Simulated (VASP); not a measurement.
# TiO2 (Fm-3m) in VASP: further runs, part 2 of 2

VASP 6.6.1.

## (3) G0W0 quasiparticle levels, r2SCAN

The input, POSCAR:

```
TiO2
1.0
    0.0000000000      2.3968272558      2.3968272558
    2.3968272558      0.0000000000      2.3968272558
    2.3968272558      2.3968272558      0.0000000000
Ti O
1 2
Direct
    0.0000000000      0.0000000000      0.0000000000
    0.2500000000      0.2500000000      0.2500000000
    0.7500000000      0.7500000000      0.7500000000
```

The input, INCAR.step1:

```
  PREC = Accurate
  ENCUT = 500
  EDIFF = 1E-8
  ISMEAR = 0
  SIGMA = 0.01
  LREAL = False
  LASPH = True
  NELM = 80
  ALGO = Normal
  LWAVE = True
  LCHARG = False
  METAGGA = R2SCAN
  LMIXTAU = True
```

The input, INCAR.step2:

```
  PREC = Accurate
  ENCUT = 500
  EDIFF = 1E-8
  ISMEAR = 0
  SIGMA = 0.01
  LREAL = False
  LASPH = True
  NELM = 1
  ALGO = Exact
  LWAVE = True
  LCHARG = False
  METAGGA = R2SCAN
  LMIXTAU = True
  NBANDS = 115
  LOPTICS = True
  ISTART = 1
```

The input, INCAR.step3:

```
  PREC = Accurate
  ENCUT = 500
  EDIFF = 1E-8
  ISMEAR = 0
  SIGMA = 0.01
  LREAL = False
  LASPH = True
  ALGO = EVGW0
  LWAVE = False
  LCHARG = False
  METAGGA = R2SCAN
  LMIXTAU = True
  NELMGW = 1
  NBANDS = 115
  ENCUTGW = 140.0
  NOMEGA = 96
  PRECFOCK = Fast
  ISTART = 1
  NBANDSGW = 20
  OMEGAMAX = 20
```

The input, KPOINTS:

```
Automatic mesh
0
Gamma
  4 4 4
```

Potentials or basis: VASP PAW PBE potentials, release 64 (Ti_sv_GW, O_GW).

The run is started by

```
$ cat potpaw_PBE.64/Ti_sv_GW/POTCAR potpaw_PBE.64/O_GW/POTCAR > POTCAR
$ cp INCAR.step1 INCAR
$ mpirun -np 1 vasp_std > vasp.out
$ cp INCAR.step2 INCAR
$ mpirun -np 1 vasp_std > vasp.out
$ cp INCAR.step3 INCAR
$ mpirun -np 1 vasp_std > vasp.out
```

OUTCAR:

```text
PREC = Accurate
   ENCUT = 500
   EDIFF = 1E-8
   ISMEAR = 0
   LREAL = False
   LASPH = True
   METAGGA = R2SCAN
   NELMGW = 1
   ENCUTGW = 140.0
   PRECFOCK = Fast
   ISTART = 1

 ion  position               nearest neighbor table
   1  0.000  0.000  0.000-   3 2.08   3 2.08   3 2.08   2 2.08   3 2.08   2 2.08   2 2.08   2 2.08

   2  0.250  0.250  0.250-   1 2.08   1 2.08   1 2.08   1 2.08
   3  0.750  0.750  0.750-   1 2.08   1 2.08   1 2.08   1 2.08

  LATTYP: Found a face centered cubic cell.
 ALAT       =     4.7936545116

  Lattice vectors:

 A1 = (   0.0000000000,   2.3968272558,   2.3968272558)
 A2 = (   2.3968272558,   0.0000000000,   2.3968272558)
 A3 = (   2.3968272558,   2.3968272558,   0.0000000000)

Analysis of symmetry for initial positions (statically):
=====================================================================
 Subroutine PRICEL returns:
 Original cell was already a primitive cell.

 Routine SETGRP: Setting up the symmetry group for a
[... 122 lines left out ...]
   IALGO  =     38    algorithm
   IMIX   =      4    mixing-type and parameters
     AMIX     =   0.40;   BMIX     =  1.00
     AMIX_MAG =   1.60;   BMIX_MAG =  1.00
  volume/ion in A,a.u.               =       9.18        61.95
  Fermi-wavevector in a.u.,A,eV,Ry     =   1.563742  2.955044 33.270189  2.445290
  Thomas-Fermi vector in A             =   2.666469
   LORBIT       =      0    0 simple, 1 ext, 2 COOP (PROOUT), +10 PAW based schemes
   METAGGA = R2SCAN    functional components
   LHFCALC =     T    Hartree Fock is set to
   PRECFOCK=fast      Normal, Fast or Accurate (Low or Medium for compatibility)
   ENCUT4O =  -1.0   cutoff for four orbital integrals eV
   NKREDX  =     1    reduce k-point grid by
   NKREDY  =     1    reduce k-point grid by
   NKREDZ  =     1    reduce k-point grid by
   AEXX    =    1.0000 exact exchange contribution
   HFSCREEN=    0.0000 screening length (either q_TF or 0.3 A-1)
   HFSCREENC=   0.0000 screening length for correlation (either q_TF or 0.3 A-1)
   ENCUTFOCK=  -1.0 apply spherical cutoff to Coloumb kernel
   IVDW    =     0    specifies the selected vdW correction
   LEPSILON=     F    determine dielectric tensor
   LRPA    =     F    only Hartree local field effects (RPA)
   LRPAFORCE           =     F    calculate RPA forces
   ENCUTGW             = 140.0    cutoff for response function in eV
   ENCUTGWSOFT         = 112.0    soft cutoff for Coulomb kernel in GW response function in eV
   ENCUTLF             =  -1.0    cutoff for local field effects
   NELMGW              =     1    number of iterations in solving QP/BSE equation
   NELMHF              =     1    number of iterations in the inner HF iteration
   NKREDLFX            =     1    NKREDLFY  =   1   NKREDLFZ  =   1
 non-spin polarized calculation
 Gauss-broadening in eV      SIGMA  =   0.01
  energy-cutoff  :      500.00
  volume of cell :       27.54
 maximum number of plane-waves:       725
 NGX is ok and might be reduce to    28
  NGX = 14; NGY = 14; NGZ = 14
   NGX = 13   NGY = 13   NGZ = 13
 maximum number of plane-waves:       113
 NGX is ok and might be reduce to    14

 QP shifts <psi_nk| G(iteration)W_0 |psi_nk>: iteration 1
 for sc-GW calculations column KS-energies equals QP-energies in previous step
 and V_xc(KS)=  KS-energies - (<T + V_ion + V_H > + <T+V_H+V_ion>^1  + <V_x>^1)

 k-point   1 :       0.0000    0.0000    0.0000
  band No.  KS-energies  QP-energies   sigma(KS)   V_xc(KS)     V^pw_x(r,r')   Z            occupation Imag(sigma)

      1     -52.9748     -52.7147     -26.5680     -27.0179     -41.6317       0.5783       2.0000       0.9326
      2     -27.9856     -27.9494     -25.2043     -25.2636     -34.5589       0.6098       2.0000       0.3896
      3     -27.9856     -27.9494     -25.2043     -25.2636     -34.5589       0.6098       2.0000       0.3896
      4     -27.9856     -27.9494     -25.2043     -25.2636     -34.5589       0.6098       2.0000       0.3896
      5     -13.7246     -13.6020     -20.1303     -20.3441     -30.7976       0.5735       2.0000       0.9695
      6      -9.8925     -10.2093     -23.0104     -22.5751     -32.2724       0.7278       2.0000       0.8786
[... 167 lines left out ...]
      6     -11.6012     -11.6978     -21.8592     -21.7163     -31.6289       0.6756       2.0000       0.8767
[... 12 lines left out ...]
     19      24.2564      24.7871     -13.7066     -14.3875      -7.4177       0.7794       0.0000      -0.7023
     20      24.6811      24.8961     -12.8832     -13.1101      -6.4510       0.9474       0.0000      -0.9756
```

OUTCAR.step1:

```text
PREC = Accurate
   ENCUT = 500
   EDIFF = 1E-8
   ISMEAR = 0
   LREAL = False
[... 359 lines left out ...]
      0.00000      0.00000      0.00000        -0.000000     -0.000000     -0.000000
      1.19841      1.19841      1.19841         0.000000      0.000000      0.000000
      3.59524      3.59524      3.59524        -0.000000     -0.000000     -0.000000
 -----------------------------------------------------------------------------------
    total drift:                                0.000000     -0.000000      0.000000

  FREE ENERGIE OF THE ION-ELECTRON SYSTEM (eV)
  ---------------------------------------------------
  free  energy   TOTEN  =       -36.4056706373 eV

  energy  without entropy=      -36.4056706373  energy(sigma->0) =      -36.40567064
```

OUTCAR.step2:

```text
PREC = Accurate
   ENCUT = 500
   EDIFF = 1E-8
   ISMEAR = 0
   LREAL = False
[... 758 lines left out ...]
     0.00000     8.93744     8.93744     8.93744     0.00000     0.00000    -0.00000
     2.28385    13.45970    13.45970    13.45970     0.00000     0.00000    -0.00000
     4.56770     6.08717     6.08717     6.08717     0.00000     0.00000    -0.00000
     6.85155    -0.75762    -0.75762    -0.75762    -0.00000    -0.00000    -0.00000
     9.13540    -1.51075    -1.51075    -1.51075    -0.00000    -0.00000     0.00000
    11.41926    -0.64387    -0.64387    -0.64387     0.00000     0.00000    -0.00000
[... 92 lines left out ...]
   223.81740     0.97695     0.97695     0.97695    -0.00000    -0.00000    -0.00000
   226.10125     0.97746     0.97746     0.97746    -0.00000    -0.00000    -0.00000
```

Wall time 2 min (1 thread of Intel Xeon 6975P-C (Granite Rapids), shared host); peak memory 0.29 GiB.

Results:

```
Quasiparticle gap                                   : 2.14 eV
Least direct quasiparticle gap                      : 2.80 eV
Band gap of the starting levels on the mesh         : 1.51 eV
Least direct gap of the starting levels on the mesh : 2.21 eV
```

Caveat: the k points lie up to 0.57 Å⁻¹ apart; bands, screening cutoff and mesh are small and nothing is extrapolated, so the quasiparticle values aren't converged; the structure was generated, so it needn't be the stable form of TiO2.
